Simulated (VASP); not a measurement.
# MgCd3O2 (P-3m1) in VASP: single point with PBE

Aim: the single point of MgCd3O2 with PBE.

All numbers are computed with VASP 6.6.1; they aren't measurements. Logs are shortened: lines on timing, memory, paths and dates and some standing lists are left out, and cuts for length are marked.

### 1 The cell of the first run

It takes space group P-3m1 (No. 164, trigonal). The conventional cell has a = 3.222 Å, b = 3.222 Å, c = 10.183 Å, α = 90.00°, β = 90.00°, γ = 120.00°. Mg (site symmetry -3m) has 6 O at 2.18 Å within 2.9 Å. Within 3.3 Å of Cd (site symmetry 3m) lie 3 O at 2.41 Å and 9 Cd at 3.05 to 3.22 Å and 3 Mg at 3.25 Å. Cd (site symmetry -3m) has 12 Cd at 3.05 to 3.22 Å within 4.0 Å. O (site symmetry 3m) has 3 Mg at 2.18 Å and 3 Cd at 2.41 Å and 3 O at 2.94 Å within 3.0 Å.

### 2 Single point, PBE

Contents of INCAR:

```
SYSTEM = MgCd3O2
  PREC = Accurate
  ENCUT = 750
  EDIFF = 1E-6
  ISMEAR = 0
  SIGMA = 0.2
  LREAL = .FALSE.
  LASPH = .TRUE.
  NELM = 120
  ALGO = Normal
  ISIF = 2
  LWAVE = .FALSE.
  LCHARG = .FALSE.
  GGA = PE
  NBANDS = 50
  GGA_COMPAT = .FALSE.
```

Contents of KPOINTS:

```
regular mesh
0
G
  6 6 2
  0 0 0
```

Contents of POSCAR:

```
MgCd3O2
1.0
    3.2221198364      0.0000000000      0.0000000000
   -1.6110599182      2.7904376324      0.0000000000
    0.0000000000      0.0000000000     10.1832495820
Mg Cd O
1 3 2
Direct
    0.0000000000      0.0000000000      0.0000000000
    0.6666666667      0.3333333333      0.2621291786
    0.3333333333      0.6666666667      0.7378708214
    0.0000000000      0.0000000000      0.5000000000
    0.3333333333      0.6666666667      0.1120669724
    0.6666666667      0.3333333333      0.8879330276
```

Potentials or basis: VASP PAW PBE potentials, release 64 (Mg_sv, Cd_sv_GW, O).

Started as:

```bash
cat potpaw_PBE.64/Mg_sv/POTCAR potpaw_PBE.64/Cd_sv_GW/POTCAR potpaw_PBE.64/O/POTCAR > POTCAR
mpirun -np 1 vasp_std > vasp.out
```

OUTCAR:

```text
SYSTEM = MgCd3O2
   PREC = Accurate
   ENCUT = 750
   EDIFF = 1E-6
   ISMEAR = 0
   LREAL = .FALSE.
   LASPH = .TRUE.
   NELM = 120
   ISIF = 2
   GGA = PE

 ion  position               nearest neighbor table
   1  0.000  0.000  0.000-
   2  0.667  0.333  0.262-
   3  0.333  0.667  0.738-
   4  0.000  0.000  0.500-
   5  0.333  0.667  0.112-
   6  0.667  0.333  0.888-

  LATTYP: Found a hexagonal cell.
 ALAT       =     3.2221198364
 C/A-ratio  =     3.1604192578

  Lattice vectors:

 A1 = (   3.2221198364,   0.0000000000,   0.0000000000)
 A2 = (  -1.6110599182,   2.7904376324,   0.0000000000)
 A3 = (   0.0000000000,   0.0000000000,  10.1832495820)

Analysis of symmetry for initial positions (statically):
=====================================================================
 Subroutine PRICEL returns:
 Original cell was already a primitive cell.

 Routine SETGRP: Setting up the symmetry group for a
 hexagonal supercell.

 Subroutine GETGRP returns: Found 12 space group operations
 (whereof 12 operations were pure point group operations)
 out of a pool of 24 trial point group operations.

The static configuration has the point symmetry D_3d.

Analysis of symmetry for dynamics (positions and initial velocities):
=====================================================================
 Subroutine PRICEL returns:
 Original cell was already a primitive cell.

 Routine SETGRP: Setting up the symmetry group for a
 hexagonal supercell.

 Subroutine GETGRP returns: Found 12 space group operations
 (whereof 12 operations were pure point group operations)
 out of a pool of 24 trial point group operations.

The dynamic configuration has the point symmetry D_3d.

 Subroutine INISYM returns: Found 12 space group operations
 (whereof 12 operations are pure point group operations),
 and found     1 'primitive' translations

----------------------------------------------------------------------------------------

                                     Primitive cell

  volume of cell :      91.5589

  direct lattice vectors                    reciprocal lattice vectors
     3.222119836  0.000000000  0.000000000     0.310354689  0.179183363  0.000000000
    -1.611059918  2.790437632  0.000000000     0.000000000  0.358366727  0.000000000
     0.000000000  0.000000000 10.183249582     0.000000000  0.000000000  0.098200480

  length of vectors
     3.222119836  3.222119836 10.183249582     0.358366727  0.358366727  0.098200480

  position of ions in fractional coordinates (direct lattice)
     0.000000000  0.000000000  0.000000000
     0.666666667  0.333333333  0.262129179
     0.333333333  0.666666667  0.737870821
     0.000000000  0.000000000  0.500000000
     0.333333333  0.666666667  0.112066972
     0.666666667  0.333333333  0.887933028

  ion indices of the primitive-cell ions
   primitive index   ion index
                 1           1
                 2           2
                 3           3
                 4           4
                 5           5
                 6           6

----------------------------------------------------------------------------------------

 KPOINTS: regular mesh

Automatic generation of k-mesh.
 Grid dimensions read from file:
 generate k-points for:    6    6    2

 Generating k-lattice:

  Cartesian coordinates                     Fractional coordinates (reciprocal lattice)
     0.051725782  0.029863894  0.000000000     0.166666667 -0.000000000  0.000000000
     0.000000000  0.059727788  0.000000000     0.000000000  0.166666667  0.000000000
     0.000000000  0.000000000  0.049100240     0.000000000  0.000000000  0.500000000

  Length of vectors
     0.059727788  0.059727788  0.049100240

  Shift w.r.t. Gamma in fractional coordinates (k-lattice)
     0.000000000  0.000000000  0.000000000

 Subroutine IBZKPT returns following result:
 ===========================================

 Found     14 irreducible k-points:

 Following reciprocal coordinates:
            Coordinates               Weight
  0.000000  0.000000  0.000000      1.000000
  0.166667  0.000000  0.000000      6.000000
  0.333333  0.000000  0.000000      6.000000
  0.500000  0.000000  0.000000      3.000000
  0.166667  0.166667  0.000000      6.000000
  0.333333  0.166667  0.000000     12.000000
  0.333333  0.333333  0.000000      2.000000
  0.000000  0.000000  0.500000      1.000000
  0.166667  0.000000  0.500000      6.000000
  0.333333  0.000000  0.500000      6.000000
  0.500000  0.000000  0.500000      3.000000
  0.166667  0.166667  0.500000      6.000000
  0.333333  0.166667  0.500000     12.000000
  0.333333  0.333333  0.500000      2.000000
   k-points           NKPTS =     14   k-points in BZ     NKDIM =     14   number of bands    NBANDS=     50
   number of dos      NEDOS =    301   number of ions     NIONS =      6
   total plane-waves  NPLWV =  86400
   dimension x,y,z NGX =    30 NGY =   30 NGZ =   96
   dimension x,y,z NGXF=    60 NGYF=   60 NGZF=  192
   ions per type =               1   3   2
   NGX,Y,Z   is equivalent  to a cutoff of  15.48, 15.48, 15.67 a.u.
   NGXF,Y,Z  is equivalent  to a cutoff of  30.96, 30.96, 31.34 a.u.
 SYSTEM =  MgCd3O2
   PREC   = accura    normal or accurate (medium, high low for compatibility)
   ISTART =      0    job   : 0-new  1-cont  2-samecut
   ICHARG =      2    charge: 1-file 2-atom 10-const
   ISPIN  =      1    spin polarized calculation?
   LNONCOLLINEAR =      F non collinear calculations
   LSORBIT =      F    spin-orbit coupling
   LASPH  =      T    aspherical Exc in radial PAW
   ENCUT  =  750.0 eV  55.12 Ry    7.42 a.u.   7.19  7.19 22.74*2*pi/ulx,y,z
   NELM   =    120;   NELMIN=  2; NELMDL= -5     # of ELM steps
   EDIFF  = 0.1E-05   stopping-criterion for ELM
   LREAL  =      F    real-space projection
   EDIFFG = 0.1E-04   stopping-criterion for IOM
   NSW    =      0    number of steps for IOM
   IBRION =     -1    ionic relax: 0-MD 1-quasi-New 2-CG
   NFREE  =      0    steps in history (QN), initial steepest desc. (CG)
   ISIF   =      2    stress and relaxation
   ISYM   =      2    0-nonsym 1-usesym 2-fastsym
   POTIM  = 0.5000    time-step for ionic-motion
   TEBEG  =    0.0;   TEEND  =   0.0 temperature during run
   PSTRESS=    0.0 pullay stress
   NELECT =      82.0000    total number of electrons
   NUPDOWN=      -1.0000    fix difference up-down
   EMIN   =  10.00;   EMAX   =-10.00  energy-range for DOS
   EFERMI =   0.00;   METHOD = LEGACY
   ISMEAR =     0;   SIGMA  =   0.20  broadening in eV -4-tet -1-fermi 0-gaus
   EFERMI_NEDOS =   21; number of points for ismear=-14 and -15
   IALGO  =     38    algorithm
   IMIX   =      4    mixing-type and parameters
     AMIX     =   0.40;   BMIX     =  1.00
     AMIX_MAG =   1.60;   BMIX_MAG =  1.00
  volume/ion in A,a.u.               =      15.26       102.98
  Fermi-wavevector in a.u.,A,eV,Ry     =   1.578021  2.982026 33.880531  2.490149
  Thomas-Fermi vector in A             =   2.678615
   LORBIT       =      0    0 simple, 1 ext, 2 COOP (PROOUT), +10 PAW based schemes
   GGA     = PE    functional components
   LHFCALC =     F    Hartree Fock is set to
   AEXX    =    0.0000 exact exchange contribution
   IVDW    =     0    specifies the selected vdW correction
   LEPSILON=     F    determine dielectric tensor
   LRPA    =     F    only Hartree local field effects (RPA)
 non-spin polarized calculation
 Gauss-broadening in eV      SIGMA  =   0.20
  energy-cutoff  :      750.00
  volume of cell :       91.56
 maximum number of plane-waves:      4290
 NGX is ok and might be reduce to    30
   NGX = 15   NGY = 15   NGZ = 45

 number of electron      82.0000000 magnetization

 Free energy of the ion-electron system (eV)
  ---------------------------------------------------
  ext. energy  EPLUGINS =         0.00000000
  ---------------------------------------------------
  free energy    TOTEN  =       -20.72710540 eV

  energy without entropy =      -20.70279721  energy(sigma->0) =      -20.71495130

 E-fermi :   5.8063     XC(G=0): -11.2833

 val. band max:        5.7347810477   @ k =   0.3333   0.3333   0.5000
 cond. band min:       5.8311672811   @ k =   0.3333   0.3333   0.0000
 fundamental gap:      0.0963862334
 Fermi energy:         5.8063216502

 k-point     1 :       0.0000    0.0000    0.0000
  band No.  band energies     occupation
      1     -97.2373      2.00000
      2     -96.8206      2.00000
      3     -96.8206      2.00000
      4     -68.9087      2.00000
      5     -58.2756      2.00000
      6     -58.2756      2.00000
[... 42 lines left out ...]
     49      18.0850      0.00000
     50      18.0923      0.00000

 k-point     2 :       0.1667    0.0000    0.0000
  band No.  band energies     occupation
      1     -97.2371      2.00000
      2     -96.8203      2.00000
      3     -96.8203      2.00000
      4     -68.9082      2.00000
      5     -58.2801      2.00000
      6     -58.2768      2.00000
[... 42 lines left out ...]
     49      15.8740      0.00000
     50      16.4220      0.00000

 k-point     3 :       0.3333    0.0000    0.0000
  band No.  band energies     occupation
      1     -97.2365      2.00000
      2     -96.8198      2.00000
      3     -96.8198      2.00000
      4     -68.9073      2.00000
      5     -58.2893      2.00000
      6     -58.2792      2.00000
[... 42 lines left out ...]
     49      14.4563      0.00000
     50      15.5165      0.00000

 k-point     4 :       0.5000    0.0000    0.0000
  band No.  band energies     occupation
      1     -97.2363      2.00000
      2     -96.8195      2.00000
      3     -96.8195      2.00000
      4     -68.9069      2.00000
      5     -58.2938      2.00000
      6     -58.2804      2.00000
[... 469 lines left out ...]
 k-point    13 :       0.3333    0.1667    0.5000
  band No.  band energies     occupation
      1     -97.2363      2.00000
      2     -96.8195      2.00000
      3     -96.8195      2.00000
      4     -68.9069      2.00000
      5     -58.2916      2.00000
      6     -58.2827      2.00000
[... 42 lines left out ...]
     49      13.9924      0.00000
     50      14.1433      0.00000

 k-point    14 :       0.3333    0.3333    0.5000
  band No.  band energies     occupation
      1     -97.2361      2.00000
      2     -96.8194      2.00000
      3     -96.8194      2.00000
      4     -68.9067      2.00000
      5     -58.2886      2.00000
      6     -58.2886      2.00000
[... 42 lines left out ...]
     49      13.9478      0.00000
     50      14.1691      0.00000

------------------------ aborting loop because EDIFF is reached ----------------------------------------

  FORCE on cell =-STRESS in cart. coord.  units (eV):
  Direction    XX          YY          ZZ          XY          YZ          ZX
  --------------------------------------------------------------------------------------
  -------------------------------------------------------------------------------------
  Total       -0.3102315     -0.3102315     -0.5856518      0.0000000      0.0000000      0.0000000
  in kB       -5.4287034     -5.4287034    -10.2482498      0.0000000      0.0000000      0.0000000
  external PRESSURE =      -7.0352188 kB  Pullay stress =       0.0000000 kB

 VOLUME and BASIS-vectors are now :
 -----------------------------------------------------------------------------
  energy-cutoff  :      750.00
  volume of cell :       91.56
      direct lattice vectors                 reciprocal lattice vectors
     3.222119836  0.000000000  0.000000000     0.310354689  0.179183363  0.000000000
    -1.611059918  2.790437632  0.000000000     0.000000000  0.358366727  0.000000000
     0.000000000  0.000000000 10.183249582     0.000000000  0.000000000  0.098200480

 POSITION                                       TOTAL-FORCE (eV/Angst)
 -----------------------------------------------------------------------------------
      0.00000      0.00000      0.00000        -0.000000      0.000000      0.000000
      1.61106      0.93015      2.66933         0.000000      0.000000      0.047639
     -0.00000      1.86029      7.51392        -0.000000      0.000000     -0.047639
      0.00000      0.00000      5.09162        -0.000000      0.000000      0.000000
     -0.00000      1.86029      1.14121         0.000000     -0.000000     -0.004908
      1.61106      0.93015      9.04204        -0.000000      0.000000      0.004908
 -----------------------------------------------------------------------------------
    total drift:                                0.000000     -0.000000      0.000000

  FREE ENERGIE OF THE ION-ELECTRON SYSTEM (eV)
  ---------------------------------------------------
  free  energy   TOTEN  =       -20.7271053968 eV

  energy  without entropy=      -20.7027972131  energy(sigma->0) =      -20.71495130
```

It took 2.6 min on 1 thread of Intel Xeon Platinum 8259CL at 2.50GHz (Skylake/Cascade Lake), shared host; peak memory 0.34 GiB.

Results:

| Quantity | Value |
| --- | --- |
| Free energy | -20.7271 eV |
| Pressure | -0.7 GPa |
| Largest force | 0.048 eV/Å |
| Band gap on the k mesh | zero (bands 41 and 42 overlap by 0.74 eV) |

Forces on the atoms (eV/Å):
```
Mg   0.000  0.000  0.000
Cd   0.000  0.000  0.048
Cd   0.000  0.000 -0.048
Cd   0.000  0.000  0.000
O    0.000  0.000 -0.005
O    0.000  0.000  0.005
```

Stress tensor (GPa, compression positive):
```
-0.54  0.00  0.00
 0.00 -0.54  0.00
 0.00  0.00 -1.02
```

Caveat: the k points lie up to 0.38 Å⁻¹ apart, too coarse for converged energies and pressures of a metal; semilocal functionals underestimate gaps, so a narrow gap can read as zero.
